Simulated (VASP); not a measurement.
A run of VASP 6.6.1:

File INCAR:

```
  PREC = Accurate
  ENCUT = 600
  EDIFF = 1E-8
  ISMEAR = 0
  SIGMA = 0.01
  LREAL = False
  LASPH = True
  NELM = 120
  ALGO = Normal
  ISIF = 3
  LWAVE = False
  LCHARG = True
  GGA = CA
  IBRION = 6
  NFREE = 2
  POTIM = 0.015
  NSW = 1
  GGA_COMPAT = False
```

File KPOINTS:

```
Automatic mesh
0
Gamma
  8 8 4
```

Contents of POSCAR:

```
AlN
1.0
    3.0886100920      0.0000000000      0.0000000000
   -1.5443050460      2.6748148021      0.0000000000
    0.0000000000      0.0000000000      4.9431236075
Al N
2 2
Direct
    0.3333333333      0.6666666667      0.0000096089
    0.6666666667      0.3333333333      0.5000096089
    0.3333333333      0.6666666667      0.3819903911
    0.6666666667      0.3333333333      0.8819903911
```

Potentials or basis: VASP PAW LDA potentials, release 64 (Al, N).

The run is started by

```sh
$ cat potpaw_LDA.64/Al/POTCAR potpaw_LDA.64/N/POTCAR > POTCAR
$ mpirun -np 1 vasp_std > vasp.out
```

Hardware: 1 thread of Oxide Virtual Turin-like Processor (shared host).

Task: How long does it take, and how much memory?

Result: Run time: 12 min on 1 thread of Oxide Virtual Turin-like Processor (shared host), peak memory 0.24 GiB. Counts: scf iterations 206, k points 30.
